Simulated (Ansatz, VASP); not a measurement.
Two plane-wave programs on BaTiO3

```xyz
5
Lattice="3.9998 0.0000 0.0000 0.0000 3.9998 0.0000 0.0000 0.0000 4.0180" Properties=species:S:1:pos:R:3 pbc="T T T"
Ba    0.0000    0.0000    0.0000
Ti    1.9999    1.9999    1.9688
O     1.9999    1.9999    0.0763
O     1.9999    0.0000    2.0773
O     0.0000    1.9999    2.0773
```

Alike in both runs: task single point; functional PBEsol; dispersion D4; k mesh 4 × 4 × 4; no spin polarisation; Hubbard terms Ti d U = 5.0 eV.

|  | VASP | Ansatz |
| --- | --- | --- |
| version | VASP 6.6.1 | Ansatz 0.2.0 |
| potentials or method | VASP PAW PBE potentials, release 64 (Ba_sv, Ti_sv, O), cutoff 520 eV | plane waves, PAW |
| occupations | gaussian, width 0.01 eV | fixed |
| valence electrons in the cell | 40 | 40 |

|  | VASP | Ansatz | Ansatz less VASP |
| --- | --- | --- | --- |
| gap on the k mesh at the Fermi level (eV) | 2.32 | 2.38 | +0.061 |

VASP's potentials were made for PBE, not for PBEsol. The programs project onto different local orbitals, so the same U acts differently, and such runs can settle in different states.

Neither program's run includes spin-orbit coupling.
